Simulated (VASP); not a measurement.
# Ni (Fm-3m) in VASP: notebook

Ni is run at these levels: LDA; tasks: single point.

Program: VASP 6.6.1. These are calculated values, not measurements. Logs are shortened: lines on timing, memory, paths and dates and some standing lists are left out, and cuts for length are marked.

**1. The cell of the first run**

Symmetry: Fm-3m, No. 225, cubic system. The conventional cell has a = 3.404 Å, b = 3.404 Å, c = 3.404 Å, α = 90.00°, β = 90.00°, γ = 90.00°. Within 3.2 Å of Ni (site symmetry m-3m) lie 12 Ni at 2.41 Å.

**2. Single point, LDA, collinear spin, ferromagnetic start (volume scaled by 0.94)**

The input, INCAR:

```
SYSTEM = Ni
ALGO     = Fast           ! electronic algorithm
EDIFF    = 1E-6           ! SCF threshold, eV
ENCUT    = 520            ! plane-wave cutoff, eV
ISIF     = 2              ! what is computed and relaxed
ISMEAR   = -1             ! smearing method
ISPIN    = 2              ! spin polarisation
LASPH    = .True.         ! aspherical terms in the spheres
LCHARG   = .False.        ! write CHGCAR
LMAXMIX  = 4              ! l up to which the mixer works
LORBIT   = 11             ! projections on sites
LREAL    = .False.        ! projectors in reciprocal space
LWAVE    = .False.        ! write WAVECAR
MAGMOM   = 1              ! initial moments
NBANDS   = 15             ! bands
NELM     = 150            ! most SCF steps
PREC     = Accurate       ! precision mode
SIGMA    = 0.05           ! smearing width, eV
```

The input, KPOINTS:

```
k-points
0
Gamma
  13 13 13
  0 0 0
```

The input, POSCAR:

```
Ni
1.0
    0.0000000000      1.7021023080      1.7021023080
    1.7021023080      0.0000000000      1.7021023080
    1.7021023080      1.7021023080      0.0000000000
Ni
1
Direct
    0.0000000000      0.0000000000      0.0000000000
```

Potentials or basis: VASP PAW LDA potentials, release 64 (Ni).

Started as:

```sh
$ cat potpaw_LDA.64/Ni/POTCAR > POTCAR
$ mpirun -np 1 vasp_std > vasp.out
```

OUTCAR:

```text
SYSTEM = Ni
   EDIFF = 1E-6
   ENCUT = 520
   ISIF = 2
   ISMEAR = -1
   ISPIN = 2
   LASPH = .True.
   LORBIT = 11
   LREAL = .False.
   NELM = 150
   PREC = Accurate

 ion  position               nearest neighbor table
   1  0.000  0.000  0.000-

  LATTYP: Found a face centered cubic cell.
 ALAT       =     3.4042046160

  Lattice vectors:

 A1 = (   0.0000000000,   1.7021023080,   1.7021023080)
 A2 = (   1.7021023080,   0.0000000000,   1.7021023080)
 A3 = (   1.7021023080,   1.7021023080,   0.0000000000)

Analysis of symmetry for initial positions (statically):
=====================================================================
 Subroutine PRICEL returns:
 Original cell was already a primitive cell.

 Routine SETGRP: Setting up the symmetry group for a
 face centered cubic supercell.

 Subroutine GETGRP returns: Found 48 space group operations
 (whereof 48 operations were pure point group operations)
 out of a pool of 48 trial point group operations.

The static configuration has the point symmetry O_h .

Analysis of symmetry for dynamics (positions and initial velocities):
=====================================================================
 Subroutine PRICEL returns:
 Original cell was already a primitive cell.

 Routine SETGRP: Setting up the symmetry group for a
 face centered cubic supercell.

 Subroutine GETGRP returns: Found 48 space group operations
 (whereof 48 operations were pure point group operations)
 out of a pool of 48 trial point group operations.

The dynamic configuration has the point symmetry O_h .

Analysis of structural, dynamic, and magnetic symmetry:
=====================================================================
 Subroutine PRICEL returns:
 Original cell was already a primitive cell.

 Routine SETGRP: Setting up the symmetry group for a
 face centered cubic supercell.

 Subroutine GETGRP returns: Found 48 space group operations
 (whereof 48 operations were pure point group operations)
 out of a pool of 48 trial point group operations.

The overall configuration has the point symmetry O_h .

 Subroutine INISYM returns: Found 48 space group operations
 (whereof 48 operations are pure point group operations),
 and found     1 'primitive' translations

----------------------------------------------------------------------------------------

                                     Primitive cell

  volume of cell :       9.8625

  direct lattice vectors                    reciprocal lattice vectors
     0.000000000  1.702102308  1.702102308    -0.293754375  0.293754375  0.293754375
     1.702102308  0.000000000  1.702102308     0.293754375 -0.293754375  0.293754375
     1.702102308  1.702102308  0.000000000     0.293754375  0.293754375 -0.293754375

  length of vectors
     2.407136169  2.407136169  2.407136169     0.508797503  0.508797503  0.508797503

  position of ions in fractional coordinates (direct lattice)
     0.000000000  0.000000000  0.000000000

  ion indices of the primitive-cell ions
   primitive index   ion index
                 1           1

----------------------------------------------------------------------------------------

 KPOINTS: k-points

Automatic generation of k-mesh.
 Grid dimensions read from file:
 generate k-points for:   13   13   13

 Generating k-lattice:

  Cartesian coordinates                     Fractional coordinates (reciprocal lattice)
    -0.022596490  0.022596490  0.022596490     0.076923077  0.000000000  0.000000000
     0.022596490 -0.022596490  0.022596490     0.000000000  0.076923077  0.000000000
     0.022596490  0.022596490 -0.022596490     0.000000000  0.000000000  0.076923077

  Length of vectors
     0.039138269  0.039138269  0.039138269

  Shift w.r.t. Gamma in fractional coordinates (k-lattice)
     0.000000000  0.000000000  0.000000000

 Subroutine IBZKPT returns following result:
 ===========================================

 Found     84 irreducible k-points:

 Following reciprocal coordinates:
            Coordinates               Weight
  0.000000  0.000000  0.000000      1.000000
  0.076923  0.000000  0.000000      8.000000
  0.153846  0.000000  0.000000      8.000000
  0.230769  0.000000  0.000000      8.000000
  0.307692  0.000000  0.000000      8.000000
  0.384615  0.000000  0.000000      8.000000
[... 16 lines left out ...]
  0.384615  0.153846  0.000000     24.000000
  0.461538  0.153846  0.000000     24.000000
 [... further k-points ...]
   k-points           NKPTS =     84   k-points in BZ     NKDIM =     84   number of bands    NBANDS=     15
   number of dos      NEDOS =    301   number of ions     NIONS =      1
   total plane-waves  NPLWV =   5832
   dimension x,y,z NGX =    18 NGY =   18 NGZ =   18
   dimension x,y,z NGXF=    36 NGYF=   36 NGZF=   36
   ions per type =               1
   NGX,Y,Z   is equivalent  to a cutoff of  12.43, 12.43, 12.43 a.u.
   NGXF,Y,Z  is equivalent  to a cutoff of  24.86, 24.86, 24.86 a.u.
 SYSTEM =  Ni
   PREC   = accura    normal or accurate (medium, high low for compatibility)
   ISTART =      0    job   : 0-new  1-cont  2-samecut
   ICHARG =      2    charge: 1-file 2-atom 10-const
   ISPIN  =      2    spin polarized calculation?
   LNONCOLLINEAR =      F non collinear calculations
   LSORBIT =      F    spin-orbit coupling
   LASPH  =      T    aspherical Exc in radial PAW
   ENCUT  =  520.0 eV  38.22 Ry    6.18 a.u.   4.48  4.48  4.48*2*pi/ulx,y,z
   NELM   =    150;   NELMIN=  2; NELMDL= -5     # of ELM steps
   EDIFF  = 0.1E-05   stopping-criterion for ELM
   LREAL  =      F    real-space projection
   EDIFFG = 0.1E-04   stopping-criterion for IOM
   NSW    =      0    number of steps for IOM
   IBRION =     -1    ionic relax: 0-MD 1-quasi-New 2-CG
   NFREE  =      0    steps in history (QN), initial steepest desc. (CG)
   ISIF   =      2    stress and relaxation
   ISYM   =      2    0-nonsym 1-usesym 2-fastsym
   POTIM  = 0.5000    time-step for ionic-motion
   TEBEG  =    0.0;   TEEND  =   0.0 temperature during run
   PSTRESS=    0.0 pullay stress
   NELECT =      10.0000    total number of electrons
   NUPDOWN=      -1.0000    fix difference up-down
   EMIN   =  10.00;   EMAX   =-10.00  energy-range for DOS
   EFERMI =   0.00;   METHOD = LEGACY
   ISMEAR =    -1;   SIGMA  =   0.05  broadening in eV -4-tet -1-fermi 0-gaus
   EFERMI_NEDOS =   21; number of points for ismear=-14 and -15
   IALGO  =     68    algorithm
   IMIX   =      4    mixing-type and parameters
     AMIX     =   0.40;   BMIX     =  1.00
     AMIX_MAG =   1.60;   BMIX_MAG =  1.00
  volume/ion in A,a.u.               =       9.86        66.56
  Fermi-wavevector in a.u.,A,eV,Ry     =   1.644672  3.107979 36.803003  2.704944
  Thomas-Fermi vector in A             =   2.734598
   LORBIT       =     11    0 simple, 1 ext, 2 COOP (PROOUT), +10 PAW based schemes
   GGA     = CA    functional components
   LHFCALC =     F    Hartree Fock is set to
   AEXX    =    0.0000 exact exchange contribution
   IVDW    =     0    specifies the selected vdW correction
   LEPSILON=     F    determine dielectric tensor
   LRPA    =     F    only Hartree local field effects (RPA)
 spin polarized calculation
 RMM-DIIS sequential band-by-band and
  energy-cutoff  :      520.00
  volume of cell :        9.86
 maximum number of plane-waves:       283
 NGX is ok and might be reduce to    18
   NGX =  9   NGY =  9   NGZ =  9

 number of electron      10.0000000 magnetization       1.0000000

 number of electron       9.9999995 magnetization       0.6128792

 Free energy of the ion-electron system (eV)
  ---------------------------------------------------
  ext. energy  EPLUGINS =         0.00000000
  ---------------------------------------------------
  free energy    TOTEN  =        -6.58575047 eV

  energy without entropy =       -6.57342048  energy(sigma->0) =       -6.57958548

 E-fermi :  10.4984     XC(G=0): -14.2046

 val. band max:       10.4975604875   @ k =   0.4615   0.3846   0.0769
 cond. band min:      10.4993497190   @ k =   0.3846   0.3846   0.0000
 fundamental gap:      0.0017892315
 Fermi energy:        10.4983501619

 spin component 1

 k-point     1 :       0.0000    0.0000    0.0000
  band No.  band energies     occupation
      1       0.8112      1.00000
      2       7.8757      1.00000
      3       7.8757      1.00000
      4       7.8757      1.00000
      5       9.2024      1.00000
      6       9.2024      1.00000
      7      35.0944      0.00000
      8      39.6391      0.00000
      9      39.6391      0.00000
     10      39.6391      0.00000
     11      42.9799      0.00000
     12      42.9799      0.00000
     13      42.9799      0.00000
     14      45.8962      0.00000
     15      53.0566      0.00000

 k-point     2 :       0.0769    0.0000    0.0000
  band No.  band energies     occupation
      1       1.0598      1.00000
      2       7.8055      1.00000
      3       7.9346      1.00000
      4       7.9346      1.00000
      5       9.1772      1.00000
      6       9.1772      1.00000
      7      34.3745      0.00000
      8      37.2703      0.00000
      9      39.1867      0.00000
     10      39.1867      0.00000
     11      43.6709      0.00000
     12      43.6709      0.00000
     13      43.9861      0.00000
     14      48.0659      0.00000
     15      51.0526      0.00000
[... 365 lines left out ...]
      3       7.8292      1.00000
      4       8.4271      1.00000
      5       9.9055      0.99999
      6      10.2261      0.99570
      7      22.4632      0.00000
      8      31.6813      0.00000
      9      32.1124      0.00000
     10      35.0870      0.00000
     11      45.0093      0.00000
     12      45.5051      0.00000
     13      46.5632      0.00000
     14      51.5505      0.00000
     15      58.8170      0.00000

 k-point    24 :       0.4615    0.1538    0.0000
  band No.  band energies     occupation
      1       5.5328      1.00000
      2       7.3637      1.00000
      3       7.8899      1.00000
      4       8.3209      1.00000
      5      10.0365      0.99990
      6      11.5235      0.00000
      7      19.1754      0.00000
      8      30.4248      0.00000
      9      32.3209      0.00000
     10      34.5563      0.00000
     11      44.9054      0.00000
     12      45.2421      0.00000
     13      48.6093      0.00000
     14      51.8131      0.00000
     15      56.8880      0.00000

 [... further k-points ...]

 spin component 2

 k-point     1 :       0.0000    0.0000    0.0000
  band No.  band energies     occupation
      1       0.8677      1.00000
      2       8.4977      1.00000
      3       8.4977      1.00000
      4       8.4977      1.00000
      5       9.7788      1.00000
      6       9.7788      1.00000
      7      35.0955      0.00000
      8      39.6949      0.00000
      9      39.6949      0.00000
     10      39.6949      0.00000
     11      43.1641      0.00000
     12      43.1641      0.00000
     13      43.1641      0.00000
     14      45.8792      0.00000
     15      53.2630      0.00000

 k-point     2 :       0.0769    0.0000    0.0000
  band No.  band energies     occupation
      1       1.1167      1.00000
      2       8.4212      1.00000
      3       8.5583      1.00000
      4       8.5583      1.00000
      5       9.7523      1.00000
      6       9.7523      1.00000
      7      34.4296      0.00000
      8      37.3260      0.00000
      9      39.2743      0.00000
     10      39.2743      0.00000
     11      43.8180      0.00000
     12      43.8180      0.00000
     13      44.0727      0.00000
     14      48.1051      0.00000
     15      51.2469      0.00000
[... 365 lines left out ...]
      3       8.3753      1.00000
      4       9.0193      1.00000
      5      10.5501      0.26194
      6      10.7767      0.00381
      7      22.6951      0.00000
      8      31.7843      0.00000
      9      32.2548      0.00000
     10      35.2359      0.00000
     11      45.1379      0.00000
     12      45.5802      0.00000
     13      46.6609      0.00000
     14      51.7536      0.00000
     15      58.9459      0.00000

 k-point    24 :       0.4615    0.1538    0.0000
  band No.  band energies     occupation
      1       5.8812      1.00000
      2       7.7823      1.00000
      3       8.4038      1.00000
      4       8.8979      1.00000
      5      10.6984      0.01798
      6      11.9654      0.00000
      7      19.4639      0.00000
      8      30.5455      0.00000
      9      32.4600      0.00000
     10      34.6796      0.00000
     11      44.9898      0.00000
     12      45.3541      0.00000
     13      48.7277      0.00000
     14      52.2006      0.00000
     15      61.1241      0.00000

 [... further k-points ...]
[... 5 lines left out ...]
  --------------------------------------------------------------------------------------
  -------------------------------------------------------------------------------------
  Total        0.2788192      0.2788192      0.2788192      0.0000000      0.0000000      0.0000000
  in kB       45.2945926     45.2945926     45.2945926      0.0000000      0.0000000      0.0000000
  external PRESSURE =      45.2945926 kB  Pullay stress =       0.0000000 kB

 VOLUME and BASIS-vectors are now :
 -----------------------------------------------------------------------------
  energy-cutoff  :      520.00
  volume of cell :        9.86
      direct lattice vectors                 reciprocal lattice vectors
     0.000000000  1.702102308  1.702102308    -0.293754375  0.293754375  0.293754375
     1.702102308  0.000000000  1.702102308     0.293754375 -0.293754375  0.293754375
     1.702102308  1.702102308  0.000000000     0.293754375  0.293754375 -0.293754375

 POSITION                                       TOTAL-FORCE (eV/Angst)
 -----------------------------------------------------------------------------------
      0.00000      0.00000      0.00000        -0.000000     -0.000000      0.000000
 -----------------------------------------------------------------------------------
    total drift:                                0.000000     -0.000000      0.000000

  FREE ENERGIE OF THE ION-ELECTRON SYSTEM (eV)
  ---------------------------------------------------
  free  energy   TOTEN  =        -6.5857504749 eV

  energy  without entropy=       -6.5734204831  energy(sigma->0) =       -6.57958548

 total charge

# of ion       s       p       d       tot
------------------------------------------
    1        0.544   0.590   8.377   9.511

 magnetization (x)

# of ion       s       p       d       tot
------------------------------------------
    1       -0.003  -0.017   0.631   0.611
```

Wall time 34 s (1 thread of AMD EPYC 7R43 (Zen 3), shared host); peak memory 0.09 GiB.

What came out:

| Item | Value |
| --- | --- |
| Free energy | -6.5858 eV |
| Pressure | 4.5 GPa |
| Net moment | 0.61 μB per cell |
| Site moments | Ni +0.61 μB |
| Valence electrons inside the program's atomic spheres | Ni 9.51 |

Levels at points of the mesh, in eV from the Fermi level:
Spin up:
| k point | band 3 | band 4 | band 5 | band 6 | band 7 | band 8 |
| --- | --- | --- | --- | --- | --- | --- |
| (0.00, 0.00, 0.00) | -2.62 | -2.62 | -1.30 | -1.30 | 24.60 | 29.14 |
Spin down:
```
           k point  band 2  band 3  band 4  band 5  band 6  band 7  band 8  band 9
(0.00, 0.00, 0.00)   -2.00   -2.00   -2.00   -0.72   -0.72   24.60   29.20   29.20
```

(Part 1 of 3 ends here.)
